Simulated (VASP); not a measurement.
## AlRu: single point with PBEsol

System: AlRu, a slab with vacuum.

```
Ru Al
1.0
     2.99160    0.00000    0.00000
     0.00000    2.99160    0.00000
     0.00000    0.00000   25.47060
Ru Al
4 4
Cartesian
  1.4958 1.4958 7.5000
  1.4958 1.4958 10.4916
  1.4958 1.4958 13.4337
  1.4958 1.4958 16.4556
  0.0000 0.0000 8.9958
  0.0000 0.0000 11.9874
  0.0000 0.0000 14.8948
  0.0000 0.0000 17.6879
```

```yaml
Program: VASP 6.6.1
Task: single point
Functional: PBEsol
Potentials_or_basis: VASP PAW PBE potentials, release 64 (Ru_pv, Al)
Cutoff: 520 eV
k_mesh: 9 × 9 × 1
Occupations: fermi-dirac, width 0.05 eV
Spin: no spin polarisation
```

```yaml
Largest_force: 0.900 eV/Å
Band_gap_on_the_k_mesh: zero (bands 34 and 35 overlap by 1.80 eV)
```

Forces on the atoms (eV/Å):
```
Ru   0.000  0.000  0.900
Ru   0.000  0.000 -0.513
Ru   0.000  0.000 -0.002
Ru   0.000  0.000 -0.014
Al   0.000  0.000 -0.289
Al   0.000  0.000 -0.105
Al   0.000  0.000  0.005
Al   0.000  0.000  0.019
```

Levels at points of the mesh, in eV from the Fermi level:
```
           k point  band 30  band 31  band 32  band 33  band 34  band 35  band 36  band 37  band 38  band 39
(0.00, 0.00, 0.00)    -0.45    -0.07    -0.06     0.10     0.10     0.20     0.35     0.63     0.86     2.53
```

Wall time 5 min on 1 thread of Intel(R) Xeon(R) 6975P-C (Granite Rapids) (shared host), peak memory 0.39 GiB.

Caveat: the PAW data sets were made with another functional, which shifts forces and pressure a little.
